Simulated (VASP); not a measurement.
# GaN in VASP: further runs

Runs on GaN. Level: PBE. Tasks: single point.

All numbers are computed with VASP 6.6.1; they aren't measurements. Logs are shortened: lines on timing, memory, paths and dates and some standing lists are left out, and cuts for length are marked.

### Step 1. The cell of the first run

The structure is cubic, space group F-43m (No. 216). Conventional cell: a = 4.548 Å, b = 4.548 Å, c = 4.548 Å, α = 90.00°, β = 90.00°, γ = 90.00°. Within 2.6 Å of Ga (site symmetry -43m) lie 4 N at 1.97 Å. Within 2.6 Å of N (site symmetry -43m) lie 4 Ga at 1.97 Å.

### Step 2. Single point, PBE

INCAR

```
PREC = Accurate
ENCUT = 520
EDIFF = 1E-6
ISMEAR = 0
SIGMA = 0.02
LREAL = F
LASPH = T
NELM = 60
ALGO = Normal
ISIF = 2
LWAVE = F
LCHARG = F
GGA = PE
NBANDS = 26
```

KPOINTS

```
regular mesh
0
Gamma
  8 8 6
```

POSCAR

```
GaN
1.0
    2.2742384940      2.2742384940      0.0000000000
   -2.2742384940      2.2742384940      0.0000000000
    0.0000000000      0.0000000000      4.5484769880
Ga N
2 2
Direct
    0.0000000000      0.0000000000      0.0000000000
    0.5000000000      0.5000000000      0.5000000000
    0.5000000000      0.0000000000      0.2500000000
    0.0000000000      0.5000000000      0.7500000000
```

Potentials or basis: VASP PAW PBE potentials, release 64 (Ga_d, N).

Started as:

```bash
$ cat potpaw_PBE.64/Ga_d/POTCAR potpaw_PBE.64/N/POTCAR > POTCAR
$ mpirun -np 1 vasp_std > vasp.out
```

OUTCAR:

```text
PREC = Accurate
   ENCUT = 520
   EDIFF = 1E-6
   ISMEAR = 0
   LREAL = F
   LASPH = T
   NELM = 60
   ISIF = 2
   GGA = PE

 ion  position               nearest neighbor table
   1  0.000  0.000  0.000-   3 1.97   4 1.97   4 1.97   3 1.97
   2  0.500  0.500  0.500-   3 1.97   4 1.97   3 1.97   4 1.97
   3  0.500  0.000  0.250-   1 1.97   2 1.97   2 1.97   1 1.97
   4  0.000  0.500  0.750-   1 1.97   2 1.97   1 1.97   2 1.97

  LATTYP: Found a simple tetragonal cell.
 ALAT       =     3.2162589223
 C/A-ratio  =     1.4142135624

  Lattice vectors:

 A1 = (   2.2742384940,   2.2742384940,   0.0000000000)
 A2 = (  -2.2742384940,   2.2742384940,   0.0000000000)
 A3 = (   0.0000000000,   0.0000000000,   4.5484769880)

Analysis of symmetry for initial positions (statically):
=====================================================================
 Subroutine PRICEL returns following result:

  LATTYP: Found a face centered cubic cell.
 ALAT       =     4.5484769880

  Lattice vectors:

 A1 = (   0.0000000000,  -2.2742384940,  -2.2742384940)
 A2 = (   2.2742384940,   0.0000000000,  -2.2742384940)
 A3 = (   2.2742384940,  -2.2742384940,  -0.0000000000)

   2 primitive cells build up your supercell.

 Routine SETGRP: Setting up the symmetry group for a
 simple tetragonal supercell.

 Subroutine GETGRP returns: Found  8 space group operations
 (whereof  8 operations were pure point group operations)
 out of a pool of 16 trial point group operations.

The static configuration has the point symmetry D_2d.

Analysis of symmetry for dynamics (positions and initial velocities):
=====================================================================
 Subroutine PRICEL returns following result:

  LATTYP: Found a face centered cubic cell.
 ALAT       =     4.5484769880

  Lattice vectors:

 A1 = (   0.0000000000,  -2.2742384940,  -2.2742384940)
 A2 = (   2.2742384940,   0.0000000000,  -2.2742384940)
 A3 = (   2.2742384940,  -2.2742384940,  -0.0000000000)

   2 primitive cells build up your supercell.

 Routine SETGRP: Setting up the symmetry group for a
 simple tetragonal supercell.

 Subroutine GETGRP returns: Found  8 space group operations
 (whereof  8 operations were pure point group operations)
 out of a pool of 16 trial point group operations.

The dynamic configuration has the point symmetry D_2d.

[... 88 lines left out ...]
 SYSTEM =  unknown system
   PREC   = accura    normal or accurate (medium, high low for compatibility)
   ISTART =      0    job   : 0-new  1-cont  2-samecut
   ICHARG =      2    charge: 1-file 2-atom 10-const
   ISPIN  =      1    spin polarized calculation?
   LNONCOLLINEAR =      F non collinear calculations
   LSORBIT =      F    spin-orbit coupling
   LASPH  =      T    aspherical Exc in radial PAW
   ENCUT  =  520.0 eV  38.22 Ry    6.18 a.u.   5.98  5.98  8.46*2*pi/ulx,y,z
   NELM   =     60;   NELMIN=  2; NELMDL= -5     # of ELM steps
   EDIFF  = 0.1E-05   stopping-criterion for ELM
   LREAL  =      F    real-space projection
   EDIFFG = 0.1E-04   stopping-criterion for IOM
   NSW    =      0    number of steps for IOM
   IBRION =     -1    ionic relax: 0-MD 1-quasi-New 2-CG
   NFREE  =      0    steps in history (QN), initial steepest desc. (CG)
   ISIF   =      2    stress and relaxation
   ISYM   =      2    0-nonsym 1-usesym 2-fastsym
   POTIM  = 0.5000    time-step for ionic-motion
   TEBEG  =    0.0;   TEEND  =   0.0 temperature during run
   PSTRESS=    0.0 pullay stress
   NELECT =      36.0000    total number of electrons
   NUPDOWN=      -1.0000    fix difference up-down
   EMIN   =  10.00;   EMAX   =-10.00  energy-range for DOS
   EFERMI =   0.00;   METHOD = LEGACY
   ISMEAR =     0;   SIGMA  =   0.02  broadening in eV -4-tet -1-fermi 0-gaus
   EFERMI_NEDOS =   21; number of points for ismear=-14 and -15
   IALGO  =     38    algorithm
   IMIX   =      4    mixing-type and parameters
     AMIX     =   0.40;   BMIX     =  1.00
     AMIX_MAG =   1.60;   BMIX_MAG =  1.00
  volume/ion in A,a.u.               =      11.76        79.38
  Fermi-wavevector in a.u.,A,eV,Ry     =   1.497337  2.829557 30.504523  2.242019
  Thomas-Fermi vector in A             =   2.609238
   LORBIT       =      0    0 simple, 1 ext, 2 COOP (PROOUT), +10 PAW based schemes
   GGA     = PE    functional components
   LHFCALC =     F    Hartree Fock is set to
   AEXX    =    0.0000 exact exchange contribution
   IVDW    =     0    specifies the selected vdW correction
   LEPSILON=     F    determine dielectric tensor
   LRPA    =     F    only Hartree local field effects (RPA)
 non-spin polarized calculation
 Gauss-broadening in eV      SIGMA  =   0.02
  energy-cutoff  :      520.00
  volume of cell :       47.05
 maximum number of plane-waves:      1296
 NGX is ok and might be reduce to    24
   NGX = 11   NGY = 11   NGZ = 17

 number of electron      36.0000032 magnetization

 Free energy of the ion-electron system (eV)
  ---------------------------------------------------
  ext. energy  EPLUGINS =         0.00000000
  ---------------------------------------------------
  free energy    TOTEN  =       -24.30696493 eV

  energy without entropy =      -24.30696493  energy(sigma->0) =      -24.30696493

 E-fermi :   5.0754     XC(G=0): -11.5205

 val. band max:        4.9865401860   @ k =   0.0000   0.0000   0.0000
 cond. band min:       6.5339174008   @ k =   0.0000   0.0000   0.0000
 fundamental gap:      1.5473772148
 Fermi energy:         5.0754449433

 k-point     1 :       0.0000    0.0000    0.0000
  band No.  band energies     occupation
      1     -10.7159      2.00000
      2      -9.7515      2.00000
      3      -8.4355      2.00000
      4      -8.4355      2.00000
      5      -8.4355      2.00000
      6      -8.3530      2.00000
[... 685 lines left out ...]
     25      16.4536      0.00000
     26      16.4536      0.00000

 [... further k-points ...]
[... 5 lines left out ...]
  --------------------------------------------------------------------------------------
  -------------------------------------------------------------------------------------
  Total        0.0354147      0.0354147      0.0319222      0.0000000      0.0000000     -0.0000000
  in kB        1.2059418      1.2059418      1.0870139      0.0000000      0.0000000     -0.0000000
  external PRESSURE =       1.1662992 kB  Pullay stress =       0.0000000 kB

 VOLUME and BASIS-vectors are now :
 -----------------------------------------------------------------------------
  energy-cutoff  :      520.00
  volume of cell :       47.05
      direct lattice vectors                 reciprocal lattice vectors
     2.274238494  2.274238494  0.000000000     0.219853811  0.219853811  0.000000000
    -2.274238494  2.274238494  0.000000000    -0.219853811  0.219853811  0.000000000
     0.000000000  0.000000000  4.548476988     0.000000000  0.000000000  0.219853811

 POSITION                                       TOTAL-FORCE (eV/Angst)
 -----------------------------------------------------------------------------------
      0.00000      0.00000      0.00000         0.000000      0.000000     -0.000000
      0.00000      2.27424      2.27424        -0.000000     -0.000000      0.000000
      1.13712      1.13712      1.13712        -0.000000     -0.000000     -0.000000
     -1.13712      1.13712      3.41136        -0.000000     -0.000000     -0.000000
 -----------------------------------------------------------------------------------
    total drift:                               -0.000000      0.000000     -0.000000

  FREE ENERGIE OF THE ION-ELECTRON SYSTEM (eV)
  ---------------------------------------------------
  free  energy   TOTEN  =       -24.3069649316 eV

  energy  without entropy=      -24.3069649316  energy(sigma->0) =      -24.30696493
```

Wall time 52 s (1 thread of AMD EPYC 7R43 (Zen 3), shared host); peak memory 0.16 GiB.

What came out:

```yaml
Free_energy: -24.3070 eV
Pressure: 0.1 GPa
Band_gap_on_the_k_mesh: 1.55 eV
```

Levels at points of the mesh, in eV from the valence-band top:
```
           k point  band 15  band 16  band 17  band 18  band 19  band 20  band 21  band 22
(0.00, 0.00, 0.00)    -2.61     0.00     0.00     0.00     1.55     3.35     6.50    10.13
(0.50, 0.00, 0.00)    -3.16    -3.16    -0.99    -0.99     6.24     6.24     7.44     7.44
(0.50, 0.50, 0.00)    -2.61    -2.61    -2.61    -2.61     3.35     3.35     6.50     6.50
(0.00, 0.00, 0.50)    -1.43    -1.43    -1.43    -1.43     4.47     4.47     7.21     7.21
(0.50, 0.00, 0.50)    -0.93    -0.93    -0.93    -0.93     4.45     4.45     8.59     8.59
(0.50, 0.50, 0.50)    -3.57    -3.57    -3.50    -3.50     6.17     6.17     8.10     8.10
```

### Step 3. Single point, PBE (biaxial strain in the a-b plane: +1.5 %, then relaxed in part)

INCAR

```
SYSTEM = GaN
PREC     = Accurate       ! precision mode
ENCUT    = 520            ! plane-wave cutoff, eV
EDIFF    = 1E-6           ! SCF threshold, eV
ISMEAR   = 0              ! smearing method
SIGMA    = 0.02           ! smearing width, eV
LREAL    = .False.        ! projectors in reciprocal space
LASPH    = .True.         ! aspherical terms in the spheres
NELM     = 80             ! most SCF steps
ALGO     = Normal         ! electronic algorithm
ISIF     = 2              ! what is computed and relaxed
LWAVE    = .False.        ! write WAVECAR
LCHARG   = .False.        ! write CHGCAR
GGA      = PE             ! functional
NBANDS   = 26             ! bands
```

KPOINTS

```
Automatic mesh
0
Gamma
  8 8 6
  0 0 0
```

POSCAR

```
GaN
1.0
    2.3083520714      2.3083520714      0.0000000000
   -2.3083520714      2.3083520714      0.0000000000
    0.0000000000      0.0000000000      4.4764425837
Ga N
2 2
Direct
    0.0000000000      0.0000000000      0.0000000000
    0.5000000000      0.5000000000      0.5000000000
    0.5000000000      0.0000000000      0.2500000000
    0.0000000000      0.5000000000      0.7500000000
```

Potentials or basis: VASP PAW PBE potentials, release 64 (Ga_d, N).

Started as:

```bash
$ cat potpaw_PBE.64/Ga_d/POTCAR potpaw_PBE.64/N/POTCAR > POTCAR
$ mpirun -np 1 vasp_std > vasp.out
```

It took 48 s on 1 thread of AMD EPYC 7R43 (Zen 3), shared host; peak memory 0.16 GiB.

It converged, with:

* Free energy: -24.2920 eV
* Pressure: -2.2 GPa
* Band gap on the k mesh: 1.37 eV

Stress tensor (GPa, compression positive):
```
-3.41  0.00  0.00
 0.00 -3.41  0.00
 0.00  0.00  0.14
```

Levels at points of the mesh, in eV from the valence-band top:
```tsv
k point	band 16	band 17	band 18	band 19	band 20	band 21
(0.00, 0.00, 0.00)	-0.13	-0.13	0.00	1.37	3.14	6.01
(0.50, 0.00, 0.00)	-3.07	-1.18	-1.18	5.96	5.96	7.15
(0.50, 0.50, 0.00)	-2.57	-2.56	-2.56	3.32	3.32	6.48
(0.00, 0.00, 0.50)	-1.59	-1.59	-1.59	4.39	4.39	6.85
(0.50, 0.00, 0.50)	-1.11	-0.90	-0.90	4.25	4.25	8.43
(0.50, 0.50, 0.50)	-3.61	-3.53	-3.53	6.20	6.20	7.92
```

Caveat: the cell differs from its parent crystal (biaxial strain in the a-b plane: +1.5 %, then relaxed in part).

### Step 4. Single point, PBE

This run uses another cell than the first one, of 11.93 Å³/atom, 1.014 times its volume.

INCAR

```
ALGO = Normal ; EDIFF = 1E-6
ENCUT = 520 ; GGA = PE
ISIF = 2 ; ISMEAR = 0
LASPH = True ; LCHARG = False
LREAL = False ; LWAVE = False
NBANDS = 26 ; NELM = 80
PREC = Accurate ; SIGMA = 0.02
```

KPOINTS

```
k-points
0
Gamma
  8 8 6
```

POSCAR is that of step 3.

Started as:

```bash
$ cat potpaw_PBE.64/Ga_d/POTCAR potpaw_PBE.64/N/POTCAR > POTCAR
$ mpirun -np 1 vasp_std > vasp.out
```

Run time: 45 s. Hardware: 1 thread of AMD EPYC 7R43 (Zen 3), shared host; peak memory 0.16 GiB.

The run converged. Its results:

```
Free energy            : -24.2920 eV
Pressure               : -2.2 GPa
Band gap on the k mesh : 1.37 eV
```

Stress tensor (GPa, compression positive):
```
-3.41  0.00  0.00
 0.00 -3.41  0.00
 0.00  0.00  0.14
```

Levels at points of the mesh, in eV from the valence-band top:
```tsv
k point	band 14	band 15	band 16	band 17	band 18	band 19	band 20	band 21	band 22	band 23
(0.00, 0.00, 0.00)	-2.79	-2.79	-0.13	-0.13	0.00	1.37	3.14	6.01	9.90	9.99
(0.50, 0.00, 0.00)	-5.23	-3.07	-3.07	-1.18	-1.18	5.96	5.96	7.15	7.15	9.43
(0.50, 0.50, 0.00)	-6.15	-2.57	-2.57	-2.56	-2.56	3.32	3.32	6.48	6.48	11.20
(0.00, 0.00, 0.50)	-3.40	-1.59	-1.59	-1.59	-1.59	4.39	4.39	6.85	6.85	11.48
(0.50, 0.00, 0.50)	-6.86	-1.11	-1.11	-0.90	-0.90	4.25	4.25	8.43	8.43	9.85
(0.50, 0.50, 0.50)	-5.70	-3.61	-3.61	-3.53	-3.53	6.20	6.20	7.92	7.92	10.28
```

### Step 5. Single point, PBE (biaxial strain in the a-b plane: +1.5 %)

INCAR

```
SYSTEM = GaN
PREC = Accurate
ENCUT = 520
EDIFF = 1E-6
ISMEAR = 0
SIGMA = 0.02
LREAL = .False.
LASPH = .True.
NELM = 100
ALGO = Normal
ISIF = 2
LWAVE = .False.
LCHARG = .False.
GGA = PE
NBANDS = 26
```

KPOINTS

```
Automatic mesh
0
Gamma
  8 8 6
  0 0 0
```

Edit POSCAR of step 4 so:

```diff
@@ -4,3 +4,3 @@
    -2.3083520714      2.3083520714      0.0000000000
-    0.0000000000      0.0000000000      4.4764425837
+    0.0000000000      0.0000000000      4.5075406951
 Ga N
```

Potentials or basis: VASP PAW PBE potentials, release 64 (Ga_d, N).

Started as:

```bash
$ cat potpaw_PBE.64/Ga_d/POTCAR potpaw_PBE.64/N/POTCAR > POTCAR
$ mpirun -np 1 vasp_std > vasp.out
```

OUTCAR:

```text
SYSTEM = GaN
   PREC = Accurate
   ENCUT = 520
   EDIFF = 1E-6
   ISMEAR = 0
   LREAL = .False.
   LASPH = .True.
   NELM = 100
   ISIF = 2
   GGA = PE

 ion  position               nearest neighbor table
   1  0.000  0.000  0.000-   3 1.98   4 1.98   4 1.98   3 1.98
   2  0.500  0.500  0.500-   3 1.98   4 1.98   3 1.98   4 1.98
   3  0.500  0.000  0.250-   1 1.98   2 1.98   2 1.98   1 1.98
   4  0.000  0.500  0.750-   1 1.98   2 1.98   1 1.98   2 1.98

  LATTYP: Found a simple tetragonal cell.
 ALAT       =     3.2645028061
 C/A-ratio  =     1.3807740299

  Lattice vectors:

 A1 = (   2.3083520714,   2.3083520714,   0.0000000000)
 A2 = (  -2.3083520714,   2.3083520714,   0.0000000000)
 A3 = (   0.0000000000,   0.0000000000,   4.5075406951)

Analysis of symmetry for initial positions (statically):
=====================================================================
 Subroutine PRICEL returns following result:

  LATTYP: Found a body centered tetragonal cell.
 ALAT       =     3.2645028061
 C/A-ratio  =     1.3807740299

  Lattice vectors:

 A1 = (   0.0000000000,  -2.3083520714,  -2.2537703476)
 A2 = (   0.0000000000,   2.3083520714,  -2.2537703475)
 A3 = (   2.3083520714,   0.0000000000,   2.2537703475)

   2 primitive cells build up your supercell.

 Routine SETGRP: Setting up the symmetry group for a
 simple tetragonal supercell.

 Subroutine GETGRP returns: Found  8 space group operations
 (whereof  8 operations were pure point group operations)
 out of a pool of 16 trial point group operations.

The static configuration has the point symmetry D_2d.

Analysis of symmetry for dynamics (positions and initial velocities):
=====================================================================
 Subroutine PRICEL returns following result:

  LATTYP: Found a body centered tetragonal cell.
[... 128 lines left out ...]
   PSTRESS=    0.0 pullay stress
   NELECT =      36.0000    total number of electrons
   NUPDOWN=      -1.0000    fix difference up-down
   EMIN   =  10.00;   EMAX   =-10.00  energy-range for DOS
   EFERMI =   0.00;   METHOD = LEGACY
   ISMEAR =     0;   SIGMA  =   0.02  broadening in eV -4-tet -1-fermi 0-gaus
   EFERMI_NEDOS =   21; number of points for ismear=-14 and -15
   IALGO  =     38    algorithm
   IMIX   =      4    mixing-type and parameters
     AMIX     =   0.40;   BMIX     =  1.00
     AMIX_MAG =   1.60;   BMIX_MAG =  1.00
  volume/ion in A,a.u.               =      12.01        81.04
  Fermi-wavevector in a.u.,A,eV,Ry     =   1.487023  2.810066 30.085720  2.211238
  Thomas-Fermi vector in A             =   2.600236
   LORBIT       =      0    0 simple, 1 ext, 2 COOP (PROOUT), +10 PAW based schemes
   GGA     = PE    functional components
   LHFCALC =     F    Hartree Fock is set to
   AEXX    =    0.0000 exact exchange contribution
   IVDW    =     0    specifies the selected vdW correction
   LEPSILON=     F    determine dielectric tensor
   LRPA    =     F    only Hartree local field effects (RPA)
 non-spin polarized calculation
 Gauss-broadening in eV      SIGMA  =   0.02
  energy-cutoff  :      520.00
  volume of cell :       48.04
 maximum number of plane-waves:      1312
   NGX = 13   NGY = 13   NGZ = 17

 number of electron      36.0000044 magnetization

 Free energy of the ion-electron system (eV)
  ---------------------------------------------------
  ext. energy  EPLUGINS =         0.00000000
  ---------------------------------------------------
  free energy    TOTEN  =       -24.29068361 eV

  energy without entropy =      -24.29068361  energy(sigma->0) =      -24.29068361

 E-fermi :   4.9699     XC(G=0): -11.4118

 val. band max:        4.8391952683   @ k =   0.0000   0.0000   0.0000
 cond. band min:       6.1822624230   @ k =   0.0000   0.0000   0.0000
 fundamental gap:      1.3430671547
 Fermi energy:         4.9699130661

 k-point     1 :       0.0000    0.0000    0.0000
  band No.  band energies     occupation
      1     -10.7623      2.00000
      2      -9.8851      2.00000
      3      -8.6499      2.00000
      4      -8.6499      2.00000
      5      -8.6267      2.00000
      6      -8.5722      2.00000
[... 685 lines left out ...]
     25      16.0778      0.00000
     26      16.0778      0.00000

 [... further k-points ...]
[... 5 lines left out ...]
  --------------------------------------------------------------------------------------
  -------------------------------------------------------------------------------------
  Total       -1.2691415     -1.2691415     -0.4286380      0.0000000     -0.0000000      0.0000000
  in kB      -42.3298651    -42.3298651    -14.2964252      0.0000000     -0.0000000      0.0000000
  external PRESSURE =     -32.9853852 kB  Pullay stress =       0.0000000 kB

 VOLUME and BASIS-vectors are now :
 -----------------------------------------------------------------------------
  energy-cutoff  :      520.00
  volume of cell :       48.04
      direct lattice vectors                 reciprocal lattice vectors
     2.308352071  2.308352071  0.000000000     0.216604740  0.216604740  0.000000000
    -2.308352071  2.308352071  0.000000000    -0.216604740  0.216604740  0.000000000
     0.000000000  0.000000000  4.507540695     0.000000000  0.000000000  0.221850465

 POSITION                                       TOTAL-FORCE (eV/Angst)
 -----------------------------------------------------------------------------------
      0.00000      0.00000      0.00000         0.000000      0.000000     -0.000000
      0.00000      2.30835      2.25377        -0.000000     -0.000000      0.000000
      1.15418      1.15418      1.12689        -0.000000     -0.000000     -0.000000
     -1.15418      1.15418      3.38066        -0.000000     -0.000000     -0.000000
 -----------------------------------------------------------------------------------
    total drift:                               -0.000000      0.000000     -0.000000

  FREE ENERGIE OF THE ION-ELECTRON SYSTEM (eV)
  ---------------------------------------------------
  free  energy   TOTEN  =       -24.2906836146 eV

  energy  without entropy=      -24.2906836146  energy(sigma->0) =      -24.29068361
```

stdout:

```text
POSCAR found type information on POSCAR GaN
 POSCAR found :  2 types and       4 ions
 scaLAPACK will be used
 LDA part: xc-table for (Slater+PW92), standard interpolation
 POSCAR, INCAR and KPOINTS ok, starting setup
 FFT: planning ... GRIDC
 FFT: planning ... GRID_SOFT
 FFT: planning ... GRID
 WAVECAR not read
 entering main loop
```

Run time: 55 s. Hardware: 1 thread of AMD EPYC 7R43 (Zen 3), shared host; peak memory 0.16 GiB.

What came out:

```yaml
Free_energy: -24.2907 eV
Pressure: -3.3 GPa
Band_gap_on_the_k_mesh: 1.34 eV
```

Stress tensor (GPa, compression positive):
```
-4.23  0.00  0.00
 0.00 -4.23  0.00
 0.00  0.00 -1.43
```

Caveat: the cell differs from its parent crystal (biaxial strain in the a-b plane: +1.5 %).

### Step 6. Overview

```tsv
cell	gap on the mesh (eV)	pressure (GPa)
a = 3.216, b = 3.216, c = 4.548 Å, 4 atoms	1.55	0.1
a = 3.265, b = 3.265, c = 4.476 Å, 4 atoms	1.37	-2.2
a = 3.265, b = 3.265, c = 4.508 Å, 4 atoms	1.34	-3.3
```

Alike in all rows: task single point; level PBE; potentials or basis VASP PAW PBE potentials, release 64 (Ga_d, N); no spin polarisation; k mesh 8 × 8 × 6; cutoff (eV) 520; smearing gaussian 0.02 eV.

Total energies depend on the potentials used, so only differences within one code and one set of settings carry meaning.
